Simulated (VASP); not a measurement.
# AlGaN2: single point with LDA

The system is AlGaN2.

```xyz
4
Lattice="3.0781 0.0000 0.0000 0.0000 3.0781 0.0000 0.0000 0.0000 4.4238" Properties=species:S:1:pos:R:3 pbc="T T T"
Al    1.5390    1.5390    2.2119
Ga    0.0000    0.0000    0.0000
N     1.5390    0.0000    3.2660
N     0.0000    1.5390    1.1579
```

This cell differs from its parent crystal: strain -0.0200 x Voigt [1, 1, 0, 0, 0, 0].

```
Program             : VASP 6.6.1
Task                : single point
Functional          : LDA
Potentials or basis : VASP PAW LDA potentials, release 64 (Al, Ga_d, N_h)
Cutoff              : 1330 eV
k mesh              : 8 × 8 × 6
Occupations         : gaussian, width 0.05 eV
Spin                : no spin polarisation
```

| Quantity | Value |
| --- | --- |
| Pressure | 4.0 GPa |
| Largest force | 0.216 eV/Å |
| Band gap on the k mesh | 3.14 eV |

Forces in eV/Å, atoms in the order of the input:
```
Al   0.000  0.000  0.000
Ga   0.000  0.000  0.000
N    0.000  0.000  0.216
N    0.000  0.000 -0.216
```

Stress tensor (GPa, compression positive):
```
5.07 0.00 0.00
0.00 5.07 0.00
0.00 0.00 1.99
```

Levels at points of the mesh, in eV from the valence-band top:
| k point | band 11 | band 12 | band 13 | band 14 | band 15 | band 16 |
| --- | --- | --- | --- | --- | --- | --- |
| (0.00, 0.00, 0.00) | -0.35 | 0.00 | 0.00 | 3.14 | 3.59 | 7.88 |
| (0.50, 0.00, 0.00) | -3.13 | -0.98 | -0.66 | 7.20 | 7.35 | 8.25 |
| (0.50, 0.50, 0.00) | -2.45 | -2.45 | -2.44 | 3.18 | 3.18 | 6.23 |
| (0.00, 0.00, 0.50) | -1.60 | -1.00 | -1.00 | 5.33 | 5.44 | 8.12 |
| (0.50, 0.00, 0.50) | -0.96 | -0.76 | -0.53 | 5.37 | 6.74 | 9.28 |
| (0.50, 0.50, 0.50) | -3.42 | -3.42 | -3.41 | 6.05 | 6.05 | 9.03 |

Run time: 2.6 min on 1 thread of Intel(R) Xeon(R) Platinum 8488C (Sapphire Rapids), with other jobs on the host, peak memory 0.37 GiB.

Caveat: the cell differs from its parent crystal (strain -0.0200 x Voigt [1, 1, 0, 0, 0, 0]); the cell stands under pressure. A k mesh can miss the band edges.
